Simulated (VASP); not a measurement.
Eu:

```
Eu
1.0
    -2.30500    2.30500    2.30500
     2.30500   -2.30500    2.30500
     2.30500    2.30500   -2.30500
Eu
1
Direct
  0.00000 0.00000 0.00000
```

```yaml
Program: VASP 6.6.1
Task: relaxation of cell and atoms
Functional: PBE
Potentials_or_basis: VASP PAW PBE potentials, release 64 (Eu)
Cutoff: 600 eV
k_mesh: 14 × 14 × 14
Occupations: gaussian, width 0.1 eV
Spin: collinear spin, ferromagnetic start
Starting_moments: "[7.87] μB"
```

At the start: pressure -1.8 GPa; volume 48.99 Å³/atom.

Task: Where does the relaxation end?

Result: Over 20 steps the energy falls by 46.9 meV/atom and the volume is 41.49 Å³/atom (-15.3 %); space group Im-3m (No. 229, to 0.1 Å) before and after; moment 7.24 μB per cell.

Step by step:
```
step  energy change (eV)  largest force (eV/Å)  pressure (GPa)  volume (Å³)
   1              0.0000                0.0000           -1.77        48.99
   2             -0.0333                0.0000           -1.06        45.26
   3             -0.0467                0.0000           -0.13        41.89
   4             -0.0469                0.0000            0.03        41.46
   5             -0.0468                0.0000           -0.09        41.60
   6             -0.0468                0.0000           -0.11        41.60
   7             -0.0469                0.0000           -0.22        41.58
   8             -0.0469                0.0000           -0.03        41.58
   9             -0.0469                0.0000           -0.04        41.58
  10             -0.0469                0.0000           -0.03        41.58
  11             -0.0469                0.0000           -0.03        41.58
  12             -0.0469                0.0000           -0.03        41.58
  13             -0.0469                0.0000           -0.04        41.58
  14             -0.0469                0.0000           -0.04        41.57
  15             -0.0469                0.0000           -0.05        41.57
  16             -0.0469                0.0000           -0.07        41.57
  17             -0.0469                0.0000           -0.10        41.56
  18             -0.0469                0.0000           -0.13        41.55
  19             -0.0469                0.0000           -0.06        41.53
  20             -0.0469                0.0000            0.01        41.49
```

Final structure:
```
CELL_PARAMETERS angstrom
-2.18082 2.18082 2.18082
2.18082 -2.18082 2.18082
2.18082 2.18082 -2.18082
ATOMIC_POSITIONS crystal
Eu 0.00000 0.00000 0.00000
```

Caveat: the volume moved by over 15 % at a fixed basis, so the end points are rough; semilocal functionals describe open f shells poorly, which spoils levels, moments and volumes.
